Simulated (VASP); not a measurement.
# Ca5O (P6/mmm) in VASP: notebook, part 2 of 3

VASP 6.6.1. The steps go on from the part before.

## 4. Relaxation of cell and atoms, PBE

INCAR

```
SYSTEM = Ca5O
  ALGO = Normal
  EDIFF = 1E-6
  EDIFFG = -0.04
  ENCUT = 600
  GGA = PE
  IBRION = 2
  ISIF = 3
  ISMEAR = 0
  LASPH = .TRUE.
  LCHARG = .FALSE.
  LREAL = .FALSE.
  LWAVE = .FALSE.
  NELM = 80
  NSW = 90
  PREC = Accurate
  SIGMA = 0.1
```

KPOINTS

```
k-points
0
G
  3 3 4
  0 0 0
```

POSCAR

```
Ca5O
1.0
    5.9165030600      0.0000000000      0.0000000000
   -2.9582515300      5.1238419500      0.0000000000
    0.0000000000      0.0000000000      4.5912775100
Ca O
5 1
Direct
    0.5000000000      0.0000000000      0.5000000000
    0.5000000000      0.5000000000      0.5000000000
    0.0000000000      0.5000000000      0.5000000000
    0.3333333300      0.6666666700      0.0000000000
    0.6666666700      0.3333333300      0.0000000000
    0.0000000000      0.0000000000      0.0000000000
```

Potentials or basis: VASP PAW PBE potentials, release 64 (Ca_sv, O).

Started as:

```sh
cat potpaw_PBE.64/Ca_sv/POTCAR potpaw_PBE.64/O/POTCAR > POTCAR
mpirun -np 1 vasp_std > vasp.out
```

OUTCAR:

```text
SYSTEM = Ca5O
   EDIFF = 1E-6
   EDIFFG = -0.04
   ENCUT = 600
   GGA = PE
   IBRION = 2
   ISIF = 3
   ISMEAR = 0
   LASPH = .TRUE.
   LREAL = .FALSE.
   NELM = 80
   NSW = 90
   PREC = Accurate

 ion  position               nearest neighbor table
   1  0.500  0.000  0.500-   4 2.86   5 2.86   4 2.86   5 2.86   2 2.96   3 2.96   2 2.96   3 2.96

   2  0.500  0.500  0.500-   4 2.86   5 2.86   4 2.86   5 2.86   1 2.96   1 2.96   3 2.96   3 2.96

   3  0.000  0.500  0.500-   4 2.86   5 2.86   4 2.86   5 2.86   1 2.96   1 2.96   2 2.96   2 2.96

   4  0.333  0.667  0.000-   1 2.86   1 2.86   3 2.86   3 2.86   2 2.86   2 2.86
   5  0.667  0.333  0.000-   1 2.86   1 2.86   3 2.86   3 2.86   2 2.86   2 2.86
   6  0.000  0.000  0.000-

  LATTYP: Found a hexagonal cell.
 ALAT       =     5.9165030600
 C/A-ratio  =     0.7760120232

  Lattice vectors:

 A1 = (   5.9165030600,   0.0000000000,   0.0000000000)
 A2 = (  -2.9582515300,   5.1238419500,   0.0000000000)
 A3 = (   0.0000000000,   0.0000000000,   4.5912775100)

Analysis of symmetry for initial positions (statically):
=====================================================================
 Subroutine PRICEL returns:
 Original cell was already a primitive cell.

 Routine SETGRP: Setting up the symmetry group for a
 hexagonal supercell.

 Subroutine GETGRP returns: Found 24 space group operations
 (whereof 24 operations were pure point group operations)
 out of a pool of 24 trial point group operations.

The static configuration has the point symmetry D_6h.

Analysis of symmetry for dynamics (positions and initial velocities):
=====================================================================
 Subroutine PRICEL returns:
 Original cell was already a primitive cell.

 Routine SETGRP: Setting up the symmetry group for a
 hexagonal supercell.

 Subroutine GETGRP returns: Found 24 space group operations
 (whereof 24 operations were pure point group operations)
 out of a pool of 24 trial point group operations.

The dynamic configuration has the point symmetry D_6h.

 Subroutine INISYM returns: Found 24 space group operations
 (whereof 24 operations are pure point group operations),
 and found     1 'primitive' translations

----------------------------------------------------------------------------------------

                                     Primitive cell

  volume of cell :     139.1856

  direct lattice vectors                    reciprocal lattice vectors
     5.916503060  0.000000000  0.000000000     0.169018758  0.097583026  0.000000000
    -2.958251530  5.123841950  0.000000000     0.000000000  0.195166051  0.000000000
     0.000000000  0.000000000  4.591277510     0.000000000  0.000000000  0.217804303

  length of vectors
     5.916503060  5.916503059  4.591277510     0.195166051  0.195166051  0.217804303

  position of ions in fractional coordinates (direct lattice)
     0.500000000  0.000000000  0.500000000
     0.500000000  0.500000000  0.500000000
     1.000000000  0.500000000  0.500000000
     0.333333330  0.666666670  0.000000000
     0.666666670  0.333333330  0.000000000
     0.000000000  0.000000000  0.000000000

  ion indices of the primitive-cell ions
   primitive index   ion index
                 1           1
                 2           2
                 3           3
                 4           4
                 5           5
                 6           6

----------------------------------------------------------------------------------------

 KPOINTS: k-points

Automatic generation of k-mesh.
 Grid dimensions read from file:
 generate k-points for:    3    3    4

 Generating k-lattice:

  Cartesian coordinates                     Fractional coordinates (reciprocal lattice)
     0.056339586  0.032527675  0.000000000     0.333333333 -0.000000000  0.000000000
     0.000000000  0.065055350  0.000000000     0.000000000  0.333333333  0.000000000
     0.000000000  0.000000000  0.054451076     0.000000000  0.000000000  0.250000000

  Length of vectors
     0.065055350  0.065055350  0.054451076

  Shift w.r.t. Gamma in fractional coordinates (k-lattice)
     0.000000000  0.000000000  0.000000000

 Subroutine IBZKPT returns following result:
 ===========================================

 Found      9 irreducible k-points:

 Following reciprocal coordinates:
            Coordinates               Weight
  0.000000  0.000000  0.000000      1.000000
  0.333333  0.000000  0.000000      6.000000
  0.333333  0.333333  0.000000      2.000000
  0.000000  0.000000  0.250000      2.000000
  0.333333  0.000000  0.250000     12.000000
  0.333333  0.333333  0.250000      4.000000
  0.000000  0.000000  0.500000      1.000000
  0.333333  0.000000  0.500000      6.000000
  0.333333  0.333333  0.500000      2.000000
   k-points           NKPTS =      9   k-points in BZ     NKDIM =      9   number of bands    NBANDS=     33
   number of dos      NEDOS =    301   number of ions     NIONS =      6
   total plane-waves  NPLWV =  92160
   dimension x,y,z NGX =    48 NGY =   48 NGZ =   40
   dimension x,y,z NGXF=    96 NGYF=   96 NGZF=   80
   ions per type =               5   1
   NGX,Y,Z   is equivalent  to a cutoff of  13.49, 13.49, 14.48 a.u.
   NGXF,Y,Z  is equivalent  to a cutoff of  26.97, 26.97, 28.97 a.u.
 SYSTEM =  Ca5O
   PREC   = accura    normal or accurate (medium, high low for compatibility)
   ISTART =      0    job   : 0-new  1-cont  2-samecut
   ICHARG =      2    charge: 1-file 2-atom 10-const
   ISPIN  =      1    spin polarized calculation?
   LNONCOLLINEAR =      F non collinear calculations
   LSORBIT =      F    spin-orbit coupling
   LASPH  =      T    aspherical Exc in radial PAW
   ENCUT  =  600.0 eV  44.10 Ry    6.64 a.u.  11.82 11.82  9.17*2*pi/ulx,y,z
   NELM   =     80;   NELMIN=  2; NELMDL= -5     # of ELM steps
   EDIFF  = 0.1E-05   stopping-criterion for ELM
   LREAL  =      F    real-space projection
   EDIFFG = -.4E-01   stopping-criterion for IOM
   NSW    =     90    number of steps for IOM
   IBRION =      2    ionic relax: 0-MD 1-quasi-New 2-CG
   NFREE  =      1    steps in history (QN), initial steepest desc. (CG)
   ISIF   =      3    stress and relaxation
   ISYM   =      2    0-nonsym 1-usesym 2-fastsym
   POTIM  = 0.5000    time-step for ionic-motion
   TEBEG  =    0.0;   TEEND  =   0.0 temperature during run
   PSTRESS=    0.0 pullay stress
   NELECT =      56.0000    total number of electrons
   NUPDOWN=      -1.0000    fix difference up-down
   EMIN   =  10.00;   EMAX   =-10.00  energy-range for DOS
   EFERMI =   0.00;   METHOD = LEGACY
   ISMEAR =     0;   SIGMA  =   0.10  broadening in eV -4-tet -1-fermi 0-gaus
   EFERMI_NEDOS =   21; number of points for ismear=-14 and -15
   IALGO  =     38    algorithm
   IMIX   =      4    mixing-type and parameters
     AMIX     =   0.40;   BMIX     =  1.00
     AMIX_MAG =   1.60;   BMIX_MAG =  1.00
  volume/ion in A,a.u.               =      23.20       156.55
  Fermi-wavevector in a.u.,A,eV,Ry     =   1.208573  2.283871 19.873317  1.460648
  Thomas-Fermi vector in A             =   2.344176
   LORBIT       =      0    0 simple, 1 ext, 2 COOP (PROOUT), +10 PAW based schemes
   GGA     = PE    functional components
   LHFCALC =     F    Hartree Fock is set to
   AEXX    =    0.0000 exact exchange contribution
   IVDW    =     0    specifies the selected vdW correction
   LEPSILON=     F    determine dielectric tensor
   LRPA    =     F    only Hartree local field effects (RPA)
 conjugate gradient relaxation of ions
 non-spin polarized calculation
 Gauss-broadening in eV      SIGMA  =   0.10
  energy-cutoff  :      600.00
  volume of cell :      139.19
 maximum number of plane-waves:      4669
 NGX is ok and might be reduce to    48
   NGX = 23   NGY = 23   NGZ = 19

--------------------------------------- Ionic step        1  -------------------------------------------

 number of electron      55.9999997 magnetization

 Free energy of the ion-electron system (eV)
  ---------------------------------------------------
  ext. energy  EPLUGINS =         0.00000000
  ---------------------------------------------------
  free energy    TOTEN  =        -4.90517932 eV

  energy without entropy =       -4.88587296  energy(sigma->0) =       -4.89552614

 E-fermi :   3.9243     XC(G=0):  -9.2595

 val. band max:        3.8390498878   @ k =   0.3333   0.3333   0.2500
 cond. band min:       3.9617083808   @ k =   0.0000   0.0000   0.0000
 fundamental gap:      0.1226584930
 Fermi energy:         3.9243132730

 k-point     1 :       0.0000    0.0000    0.0000
  band No.  band energies     occupation
      1     -37.6355      2.00000
      2     -37.3106      2.00000
      3     -37.3106      2.00000
      4     -37.1767      2.00000
      5     -37.0916      2.00000
      6     -19.4762      2.00000
[... 550 lines left out ...]
  energy  without entropy=      -10.8857247520  energy(sigma->0) =      -10.91303886

--------------------------------------- Ionic step        7  -------------------------------------------

 number of electron      56.0000025 magnetization

 Free energy of the ion-electron system (eV)
  ---------------------------------------------------
  ext. energy  EPLUGINS =         0.00000000
  ---------------------------------------------------
  free energy    TOTEN  =       -10.95022018 eV

  energy without entropy =      -10.89906830  energy(sigma->0) =      -10.92464424

 E-fermi :   1.0685     XC(G=0):  -7.2436

 val. band max:        1.0253808267   @ k =   0.0000   0.0000   0.0000
 cond. band min:       1.1036437460   @ k =   0.3333   0.0000   0.0000
 fundamental gap:      0.0782629193
 Fermi energy:         1.0685041295

 k-point     1 :       0.0000    0.0000    0.0000
  band No.  band energies     occupation
      1     -41.1495      2.00000
      2     -41.1418      2.00000
      3     -40.9930      2.00000
      4     -40.9495      2.00000
      5     -40.9495      2.00000
      6     -22.1826      2.00000
[... 346 lines left out ...]
  FREE ENERGIE OF THE ION-ELECTRON SYSTEM (eV)
  ---------------------------------------------------
  free  energy   TOTEN  =       -10.9502201804 eV

  energy  without entropy=      -10.8990683045  energy(sigma->0) =      -10.92464424

 reached required accuracy - stopping structural energy minimisation
```

Wall time 9.3 min (1 thread of Intel Xeon Platinum 8375C at 2.90GHz (Ice Lake), shared host); peak memory 0.3 GiB.

Results:

| Quantity | Value |
| --- | --- |
| Free energy | -10.9502 eV |
| Relaxed volume | 41.62 Å³/atom |
| Relaxed cell | a = 6.750 Å, b = 6.750 Å, c = 6.328 Å, α = 90.00°, β = 90.00°, γ = 120.00° |
| Space group after relaxing (to 0.1 Å) | P6/mmm (No. 191) |
| Energy gained by relaxing | 1007.5 meV/atom |
| Ionic steps | 7 |
| Pressure after relaxing | 0.0 GPa |
| Band gap on the k mesh | zero (bands 28 and 29 overlap by 0.56 eV) |

Step by step:
```csv
step,energy change (eV),largest force (eV/Å),pressure (GPa),volume (Å³)
1,0.0000,0.0000,19.80,139.19
2,-5.1917,0.0000,4.80,204.64
3,-6.0110,0.0000,0.29,250.75
4,-6.0200,0.0000,-0.21,257.49
5,-6.0190,0.0000,-0.01,254.67
6,-6.0352,0.0000,0.01,252.83
7,-6.0450,0.0000,0.04,249.69
```

Final structure:
```xyz
6
Lattice="6.7498 0.0000 0.0000 -3.3749 5.8455 0.0000 0.0000 0.0000 6.3284" Properties=species:S:1:pos:R:3 pbc="T T T"
Ca    3.3749    0.0000    3.1642
Ca    1.6874    2.9227    3.1642
Ca   -1.6874    2.9227    3.1642
Ca    0.0000    3.8970    0.0000
Ca    3.3749    1.9485    0.0000
O     0.0000    0.0000    0.0000
```

Levels at points of the mesh, in eV from the Fermi level:
```
           k point  band 27  band 28  band 29  band 30  band 31  band 32
(0.00, 0.00, 0.00)    -0.05    -0.05    -0.04     0.21     0.32     0.72
(0.00, 0.00, 0.50)    -0.61    -0.05    -0.05     0.60     0.93     1.08
```

Caveat: the k points lie up to 0.36 Å⁻¹ apart in the final cell, too coarse for converged energies and pressures of a metal; the volume moved by over 15 % at a fixed basis, so the end points are rough; semilocal functionals underestimate gaps, and a narrow one can read as zero.

## 5. Single point, PBE

This run uses another cell than the first one, of 43.59 Å³/atom.

INCAR

```
SYSTEM = Ca5O
  ALGO = Normal
  EDIFF = 1E-6
  ENCUT = 520
  GGA = PE
  ISIF = 2
  ISMEAR = 0
  LASPH = .TRUE.
  LCHARG = .TRUE.
  LELF = .TRUE.
  LREAL = .FALSE.
  LVHAR = .TRUE.
  LWAVE = .FALSE.
  NBANDS = 37
  NELM = 80
  PREC = Accurate
  SIGMA = 0.1
```

KPOINTS

```
k-points
0
G
  6 6 6
  0 0 0
```

POSCAR

```
Ca5O
1.0
    6.8131574331      0.0000000000      0.0000000000
   -3.4065787166      5.9003674171      0.0000000000
    0.0000000000      0.0000000000      6.5053879771
Ca O
5 1
Direct
    0.5000000000      0.0000000000      0.5000000000
    0.5000000000      0.5000000000      0.5000000000
    0.0000000000      0.5000000000      0.5000000000
    0.3333333333      0.6666666667      0.0000000000
    0.6666666667      0.3333333333      0.0000000000
    0.0000000000      0.0000000000      0.0000000000
```

Potentials or basis: VASP PAW PBE potentials, release 64 (Ca_sv, O).

Started as:

```sh
cat potpaw_PBE.64/Ca_sv/POTCAR potpaw_PBE.64/O/POTCAR > POTCAR
mpirun -np 1 vasp_std > vasp.out
```

OUTCAR:

```text
SYSTEM = Ca5O
   EDIFF = 1E-6
   ENCUT = 520
   GGA = PE
   ISIF = 2
   ISMEAR = 0
   LASPH = .TRUE.
   LREAL = .FALSE.
   NELM = 80
   PREC = Accurate

 ion  position               nearest neighbor table
   1  0.500  0.000  0.500-
   2  0.500  0.500  0.500-
   3  0.000  0.500  0.500-
   4  0.333  0.667  0.000-
   5  0.667  0.333  0.000-
   6  0.000  0.000  0.000-

  LATTYP: Found a hexagonal cell.
 ALAT       =     6.8131574331
 C/A-ratio  =     0.9548271915

  Lattice vectors:

 A1 = (   6.8131574331,   0.0000000000,   0.0000000000)
 A2 = (  -3.4065787166,   5.9003674171,   0.0000000000)
 A3 = (   0.0000000000,   0.0000000000,   6.5053879771)

Analysis of symmetry for initial positions (statically):
=====================================================================
 Subroutine PRICEL returns:
 Original cell was already a primitive cell.

 Routine SETGRP: Setting up the symmetry group for a
[... 175 lines left out ...]
  energy without entropy =      -11.13675129  energy(sigma->0) =      -11.16657240

 E-fermi :   0.9239     XC(G=0):  -7.1091

 val. band max:        0.9175680132   @ k =   0.1667  -0.0000   0.1667
 cond. band min:       0.9374581236   @ k =   0.1667  -0.0000   0.0000
 fundamental gap:      0.0198901104
 Fermi energy:         0.9239059376

 k-point     1 :       0.0000    0.0000    0.0000
  band No.  band energies     occupation
      1     -41.4390      2.00000
      2     -41.4327      2.00000
      3     -41.2556      2.00000
      4     -41.2166      2.00000
      5     -41.2166      2.00000
      6     -22.4611      2.00000
[... 949 lines left out ...]
     36       2.2592      0.00000
     37       2.3480      0.00000

 [... further k-points ...]

------------------------ aborting loop because EDIFF is reached ----------------------------------------

  FORCE on cell =-STRESS in cart. coord.  units (eV):
  Direction    XX          YY          ZZ          XY          YZ          ZX
  --------------------------------------------------------------------------------------
  -------------------------------------------------------------------------------------
  Total        0.0019883      0.0019883     -0.0111999     -0.0000000      0.0000000     -0.0000000
  in kB        0.0121813      0.0121813     -0.0686155     -0.0000000      0.0000000     -0.0000000
  external PRESSURE =      -0.0147510 kB  Pullay stress =       0.0000000 kB

 VOLUME and BASIS-vectors are now :
 -----------------------------------------------------------------------------
  energy-cutoff  :      520.00
  volume of cell :      261.52
      direct lattice vectors                 reciprocal lattice vectors
     6.813157433  0.000000000  0.000000000     0.146774826  0.084740486  0.000000000
    -3.406578717  5.900367417  0.000000000     0.000000000  0.169480971  0.000000000
     0.000000000  0.000000000  6.505387977     0.000000000  0.000000000  0.153718733

 POSITION                                       TOTAL-FORCE (eV/Angst)
 -----------------------------------------------------------------------------------
      3.40658      0.00000      3.25269         0.000000      0.000000     -0.000000
      1.70329      2.95018      3.25269         0.000000      0.000000     -0.000000
     -1.70329      2.95018      3.25269         0.000000      0.000000     -0.000000
     -0.00000      3.93358      0.00000         0.000000      0.000000      0.000000
      3.40658      1.96679      0.00000        -0.000000     -0.000000     -0.000000
      0.00000      0.00000      0.00000         0.000000      0.000000     -0.000000
 -----------------------------------------------------------------------------------
    total drift:                                0.000000      0.000000      0.000000

  FREE ENERGIE OF THE ION-ELECTRON SYSTEM (eV)
  ---------------------------------------------------
  free  energy   TOTEN  =       -11.1963935030 eV

  energy  without entropy=      -11.1367512882  energy(sigma->0) =      -11.16657240
```

OSZICAR:

```text
N       E                     dE             d eps       ncg     rms          rms(c)
DAV:   1     0.535748556633E+03    0.53575E+03   -0.26586E+04  2136   0.134E+03
DAV:   2     0.350366748112E+02   -0.50071E+03   -0.49273E+03  2178   0.403E+02
DAV:   3    -0.104233857790E+02   -0.45460E+02   -0.44346E+02  3424   0.803E+01
[... 13 lines left out ...]
DAV:  17    -0.111963911266E+02   -0.44408E-04   -0.27562E-04  2640   0.332E-02    0.216E-02
DAV:  18    -0.111963931015E+02   -0.19749E-05   -0.31170E-05  2200   0.204E-02    0.530E-03
DAV:  19    -0.111963944859E+02   -0.13844E-05   -0.69233E-06  2280   0.824E-03    0.583E-03
DAV:  20    -0.111963955153E+02   -0.10294E-05   -0.58381E-06  2152   0.609E-03    0.159E-02
DAV:  21    -0.111963933833E+02    0.21320E-05   -0.89280E-06  2056   0.411E-03    0.184E-03
DAV:  22    -0.111963935030E+02   -0.11973E-06   -0.28567E-07  1464   0.173E-03
   1 F= -.11196394E+02 E0= -.11166572E+02  d E =-.596422E-01
```

It took 13 min on 1 thread of Intel Xeon Platinum 8375C at 2.90GHz (Ice Lake), shared host; peak memory 0.48 GiB.

What came out:

* Free energy: -11.1964 eV
* Pressure: 0.0 GPa
* Band gap on the k mesh: zero (bands 28 and 29 overlap by 0.39 eV)

Levels at points of the mesh, in eV from the Fermi level:
```
           k point  band 24  band 25  band 26  band 27  band 28  band 29  band 30  band 31  band 32  band 33
(0.00, 0.00, 0.00)    -0.90    -0.80    -0.55    -0.09    -0.06    -0.06     0.18     0.28     0.55     1.01
(0.50, 0.00, 0.00)    -1.02    -0.81    -0.77     0.20     0.23     0.31     0.32     0.41     0.62     0.86
(0.00, 0.00, 0.50)    -0.91    -0.91    -0.68    -0.58    -0.06    -0.06     0.53     0.80     1.02     1.02
(0.50, 0.00, 0.50)    -1.52    -1.02    -0.91    -0.54    -0.26    -0.10     0.53     0.77     0.87     1.04
```

Caveat: semilocal functionals underestimate gaps, and a narrow one can read as zero.

(Part 2 of 3 ends here.)

The gap in the log of VASP goes by the Fermi energy; the results here count the filled bands.